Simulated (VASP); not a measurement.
# MnSb (P6_3/mmc) in VASP: notebook, part 2 of 2

VASP 6.6.1. Earlier steps stand in the parts before.

**3. Single point, LDA+U, collinear spin, ferromagnetic start**

File INCAR:

```
  PREC = Accurate
  ENCUT = 520
  EDIFF = 1E-6
  ISMEAR = -1
  SIGMA = 0.05
  LREAL = False
  LASPH = True
  NELM = 150
  ALGO = Normal
  ISIF = 2
  LWAVE = False
  LCHARG = True
  ISPIN = 2
  MAGMOM = 0 0 4 4
  LORBIT = 11
  LMAXMIX = 4
  LDAU = True
  LDAUTYPE = 2
  LDAUL = -1 2
  LDAUU = 0 8
  LDAUJ = 0 0
  LDAUPRINT = 1
  GGA = CA
  LELF = True
  LVHAR = True
  NBANDS = 30
```

File KPOINTS:

```
Automatic mesh
0
Gamma
  7 7 5
```

File POSCAR:

```
MnSb
1.0
    4.1500000000      0.0000000000      0.0000000000
   -2.0750000000      3.5940054257      0.0000000000
    0.0000000000      0.0000000000      5.7800000000
Sb Mn
2 2
Direct
    0.6666666667      0.3333333333      0.7500000000
    0.3333333333      0.6666666667      0.2500000000
    0.0000000000      0.0000000000      0.5000000000
    0.0000000000      0.0000000000      0.0000000000
```

Potentials or basis: VASP PAW LDA potentials, release 64 (Sb, Mn_pv).

Started as:

```sh
$ cat potpaw_LDA.64/Sb/POTCAR potpaw_LDA.64/Mn_pv/POTCAR > POTCAR
$ mpirun -np 1 vasp_std > vasp.out
```

OUTCAR:

```text
PREC = Accurate
   ENCUT = 520
   EDIFF = 1E-6
   ISMEAR = -1
   LREAL = False
   LASPH = True
   NELM = 150
   ISIF = 2
   ISPIN = 2
   LORBIT = 11
   GGA = CA

 ion  position               nearest neighbor table
   1  0.667  0.333  0.750-   3 2.80   4 2.80   3 2.80   4 2.80   3 2.80   4 2.80   2 3.75   2 3.75
                             2 3.75   2 3.75   2 3.75   2 3.75
   2  0.333  0.667  0.250-   3 2.80   4 2.80   3 2.80   4 2.80   3 2.80   4 2.80   1 3.75   1 3.75
                             1 3.75   1 3.75   1 3.75   1 3.75
   3  0.000  0.000  0.500-   1 2.80   2 2.80   2 2.80   1 2.80   1 2.80   2 2.80   4 2.89   4 2.89

   4  0.000  0.000  0.000-   1 2.80   2 2.80   2 2.80   1 2.80   1 2.80   2 2.80   3 2.89   3 2.89

  LATTYP: Found a hexagonal cell.
 ALAT       =     4.1500000000
 C/A-ratio  =     1.3927710843

  Lattice vectors:

 A1 = (   4.1500000000,   0.0000000000,   0.0000000000)
 A2 = (  -2.0750000000,   3.5940054257,   0.0000000000)
 A3 = (   0.0000000000,   0.0000000000,   5.7800000000)

Analysis of symmetry for initial positions (statically):
=====================================================================
 Subroutine PRICEL returns:
 Original cell was already a primitive cell.

 Routine SETGRP: Setting up the symmetry group for a
 hexagonal supercell.

 Subroutine GETGRP returns: Found 24 space group operations
 (whereof 12 operations were pure point group operations)
 out of a pool of 24 trial point group operations.

The static configuration has the point symmetry D_3d.
 The point group associated with its full space group is D_6h.

Analysis of symmetry for dynamics (positions and initial velocities):
=====================================================================
 Subroutine PRICEL returns:
 Original cell was already a primitive cell.

 Routine SETGRP: Setting up the symmetry group for a
 hexagonal supercell.

 Subroutine GETGRP returns: Found 24 space group operations
 (whereof 12 operations were pure point group operations)
 out of a pool of 24 trial point group operations.

The dynamic configuration has the point symmetry D_3d.
 The point group associated with its full space group is D_6h.

Analysis of structural, dynamic, and magnetic symmetry:
=====================================================================
 Subroutine PRICEL returns:
 Original cell was already a primitive cell.

 Routine SETGRP: Setting up the symmetry group for a
 hexagonal supercell.

 Subroutine GETGRP returns: Found 24 space group operations
 (whereof 12 operations were pure point group operations)
 out of a pool of 24 trial point group operations.

The overall configuration has the point symmetry D_3d.
 The point group associated with its full space group is D_6h.

 Subroutine INISYM returns: Found 24 space group operations
[... 182 lines left out ...]
 -0.0000  0.9326 -0.0000 -0.0000  0.0038
  0.0000 -0.0000  0.9331 -0.0000 -0.0000
  0.0038 -0.0000 -0.0000  0.9326  0.0000
  0.0000  0.0038 -0.0000  0.0000  0.9327

spin component  2

  0.0487  0.0000  0.0000 -0.0419 -0.0000
  0.0000  0.0734  0.0000  0.0000 -0.0419
  0.0000  0.0000  0.0310  0.0000 -0.0000
 -0.0419  0.0000  0.0000  0.0734 -0.0000
 -0.0000 -0.0419 -0.0000 -0.0000  0.0487

 occupancies and eigenvectors

  o =  0.0173  v =  0.0000  0.0000  0.0000  0.0000  0.0000 -0.0007  0.5988  0.0000 -0.0005  0.8009      0.0000  0.0000  0.0000  0.0000  0.0000  0.0000  0.0000  0.0000  0.0000  0.0000
  o =  0.0173  v =  0.0000  0.0000  0.0000  0.0000  0.0000 -0.8009 -0.0005 -0.0000 -0.5988 -0.0007      0.0000  0.0000  0.0000  0.0000  0.0000  0.0000  0.0000  0.0000  0.0000  0.0000
  o =  0.0310  v =  0.0000  0.0000  0.0000  0.0000  0.0000 -0.0000  0.0000 -1.0000 -0.0000  0.0000      0.0000  0.0000  0.0000  0.0000  0.0000  0.0000  0.0000  0.0000  0.0000  0.0000
  o =  0.1047  v =  0.0000  0.0000  0.0000  0.0000  0.0000 -0.0000 -0.8009 -0.0000  0.0001  0.5988      0.0000  0.0000  0.0000  0.0000  0.0000  0.0000  0.0000  0.0000  0.0000  0.0000
  o =  0.1047  v =  0.0000  0.0000  0.0000  0.0000  0.0000 -0.5988  0.0001  0.0000  0.8009 -0.0000      0.0000  0.0000  0.0000  0.0000  0.0000  0.0000  0.0000  0.0000  0.0000  0.0000
  o =  0.9288  v =  0.0001  0.7128 -0.0000 -0.0001 -0.7014  0.0000  0.0000  0.0000  0.0000  0.0000      0.0000  0.0000  0.0000  0.0000  0.0000  0.0000  0.0000  0.0000  0.0000  0.0000
  o =  0.9288  v = -0.7014  0.0001 -0.0000  0.7128 -0.0001  0.0000  0.0000  0.0000  0.0000  0.0000      0.0000  0.0000  0.0000  0.0000  0.0000  0.0000  0.0000  0.0000  0.0000  0.0000
  o =  0.9331  v =  0.0000  0.0000  1.0000  0.0000  0.0000  0.0000  0.0000  0.0000  0.0000  0.0000      0.0000  0.0000  0.0000  0.0000  0.0000  0.0000  0.0000  0.0000  0.0000  0.0000
  o =  0.9365  v = -0.0001  0.7014 -0.0000 -0.0001  0.7128  0.0000  0.0000  0.0000  0.0000  0.0000      0.0000  0.0000  0.0000  0.0000  0.0000  0.0000  0.0000  0.0000  0.0000  0.0000
  o =  0.9365  v =  0.7128  0.0001 -0.0000  0.7014  0.0001  0.0000  0.0000  0.0000  0.0000  0.0000      0.0000  0.0000  0.0000  0.0000  0.0000  0.0000  0.0000  0.0000  0.0000  0.0000

 number of electron      36.0000010 magnetization       8.3821242

 Free energy of the ion-electron system (eV)
  ---------------------------------------------------
  ext. energy  EPLUGINS =         0.00000000
  ---------------------------------------------------
  free energy    TOTEN  =       -21.53519201 eV

  energy without entropy =      -21.52608004  energy(sigma->0) =      -21.53063603

 E-fermi :   7.7251     XC(G=0): -10.8249

 val. band max:        7.6520882554   @ k =   0.4286  -0.0000   0.4000
 cond. band min:       7.7272711399   @ k =   0.1429   0.0000   0.0000
 fundamental gap:      0.0751828845
 Fermi energy:         7.7250528565

 spin component 1

 k-point     1 :       0.0000    0.0000    0.0000
  band No.  band energies     occupation
      1     -42.7341      1.00000
      2     -42.6983      1.00000
      3     -42.6983      1.00000
      4     -42.6906      1.00000
      5     -42.6906      1.00000
      6     -42.6518      1.00000
[... 781 lines left out ...]
     29      14.7491      0.00000
     30      14.9549      0.00000
 Fermi energy:         7.7250528565

 spin component 2

 k-point     1 :       0.0000    0.0000    0.0000
  band No.  band energies     occupation
      1     -38.4244      1.00000
      2     -38.3742      1.00000
      3     -38.3742      1.00000
      4     -38.3644      1.00000
      5     -38.3644      1.00000
      6     -38.3245      1.00000
[... 781 lines left out ...]
     29      16.0917      0.00000
     30      16.5180      0.00000

------------------------ aborting loop because EDIFF is reached ----------------------------------------

  FORCE on cell =-STRESS in cart. coord.  units (eV):
  Direction    XX          YY          ZZ          XY          YZ          ZX
  --------------------------------------------------------------------------------------
  -------------------------------------------------------------------------------------
  Total        3.1471580      3.1471580      4.5247454      0.0000000     -0.0000000      0.0000000
  in kB       58.4890366     58.4890366     84.0911060      0.0000000     -0.0000000      0.0000000
  external PRESSURE =      67.0230597 kB  Pullay stress =       0.0000000 kB

 VOLUME and BASIS-vectors are now :
 -----------------------------------------------------------------------------
  energy-cutoff  :      520.00
  volume of cell :       86.21
      direct lattice vectors                 reciprocal lattice vectors
     4.150000000  0.000000000  0.000000000     0.240963855  0.139120547  0.000000000
    -2.075000000  3.594005426  0.000000000     0.000000000  0.278241094  0.000000000
     0.000000000  0.000000000  5.780000000     0.000000000  0.000000000  0.173010381

 POSITION                                       TOTAL-FORCE (eV/Angst)
 -----------------------------------------------------------------------------------
      2.07500      1.19800      4.33500        -0.000000      0.000000      0.000000
     -0.00000      2.39600      1.44500         0.000000      0.000000      0.000000
      0.00000      0.00000      2.89000         0.000000      0.000000      0.000000
      0.00000      0.00000      0.00000         0.000000      0.000000      0.000000
 -----------------------------------------------------------------------------------
    total drift:                               -0.000000      0.000000      0.000000

  FREE ENERGIE OF THE ION-ELECTRON SYSTEM (eV)
  ---------------------------------------------------
  free  energy   TOTEN  =       -21.5351920120 eV

  energy  without entropy=      -21.5260800382  energy(sigma->0) =      -21.53063603

 total charge

# of ion       s       p       d       tot
------------------------------------------
    1        1.166   1.357   0.033   2.556
    2        1.166   1.357   0.033   2.556
    3        0.302   6.248   4.919  11.470
    4        0.302   6.248   4.919  11.470
--------------------------------------------------
tot          2.936  15.211   9.904  28.052

 magnetization (x)

# of ion       s       p       d       tot
------------------------------------------
    1        0.010  -0.235   0.003  -0.222
    2        0.010  -0.235   0.003  -0.222
    3        0.035   0.024   4.378   4.437
    4        0.035   0.024   4.378   4.437
--------------------------------------------------
tot          0.091  -0.422   8.763   8.431
```

Wall time 100 s (1 thread of Intel Xeon Platinum 8259CL at 2.50GHz (Skylake/Cascade Lake), shared host); peak memory 0.24 GiB.

What came out:

```yaml
Free_energy: -21.5352 eV
Pressure: 6.7 GPa
Net_moment: 8.38 μB per cell
Site_moments: Sb -0.22; Mn +4.44 μB
Valence_electrons_inside_the_program's_atomic_spheres: Sb 2.56; Mn 11.47
```

Stress tensor (GPa, compression positive):
```
5.85 0.00 0.00
0.00 5.85 0.00
0.00 0.00 8.41
```

Eigenvalues of the final occupation matrices:
| site | spin | trace | eigenvalues |
| --- | --- | --- | --- |
| site 3 d | 1 | 4.66 | 0.93 0.93 0.93 0.94 0.94 |
| site 3 d | 2 | 0.28 | 0.02 0.02 0.03 0.10 0.10 |
| site 4 d | 1 | 4.66 | 0.93 0.93 0.93 0.94 0.94 |
| site 4 d | 2 | 0.28 | 0.02 0.02 0.03 0.10 0.10 |

Caveat: spin-orbit coupling is left out, which moves the levels of the heavy elements; only a ferromagnetic start was run, and an antiferromagnetic order may lie lower in energy; the U is typed as a test and isn't derived for this compound. The state reached can hang on the start; a lower one may exist.
